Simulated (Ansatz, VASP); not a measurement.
**TiAs3: VASP beside Ansatz**

```
Ti As
1.0
     4.17221    0.00000    0.00000
     0.00000    4.17221    0.00000
     0.00000    0.00000    4.17221
Ti As
1 3
Direct
  0.00000 0.00000 0.00000
  0.00000 0.50000 0.50000
  0.50000 0.00000 0.50000
  0.50000 0.50000 0.00000
```

Alike in both runs: functional PBE; k mesh 12 × 12 × 12; occupations gaussian, width 0.1 eV; no spin polarisation.

Ansatz relaxed the structure, and its values are those at the end. VASP's run is a single point on that final structure, the one shown.

|  | VASP | Ansatz |
| --- | --- | --- |
| version | VASP 6.6.1 | Ansatz 0.2.0 |
| potentials or method | VASP PAW PBE potentials, release 64 (Ti_sv, As), cutoff 520 eV | scalar-relativistic, plane waves, PAW |
| valence electrons in the cell | 27 | 57 |

Ansatz gave:

| Quantity | Value |
| --- | --- |
| gap on the k mesh at the Fermi level (eV) | none |
| pressure (GPa) | 0.0 |

**Question.** What did VASP give for the same quantities?

**Answer.** gap on the k mesh at the Fermi level (eV): none; pressure (GPa): 0.1.

A gap of «none» marks a metal or a gap that the smearing closes. With one functional, cell and mesh, what is left measures potentials, basis and numerics. VASP's potentials hold 27 valence electrons a cell and Ansatz's 57, so a difference there can come from the potentials and not from the codes.
